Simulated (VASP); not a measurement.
SnTe:

```
Te Sn
1.0
     0.00000    3.21265    3.21265
     3.21265    0.00000    3.21265
     3.21265    3.21265    0.00000
Te Sn
1 1
Direct
  0.50000 0.50000 0.50000
  0.00000 0.00000 0.00000
```

Base run:

- Program: VASP 6.6.1
- Functional: PBE exchange alone
- Potentials or basis: VASP PAW PBE potentials, release 64 (Te, Sn_d)
- Cutoff: 520 eV
- k mesh: 7 × 7 × 7
- Occupations: fermi-dirac, width 0.05 eV
- Spin: no spin polarisation

Its results: pressure 7.7 GPa.

**Question.** The run is repeated on the same cell with these changes: functional from PBE exchange alone to r2SCAN. What comes out?

**Answer.** Pressure -1.1 GPa.

Caveats: the PAW data sets were made with another functional, which shifts forces and pressure a little (some runs).
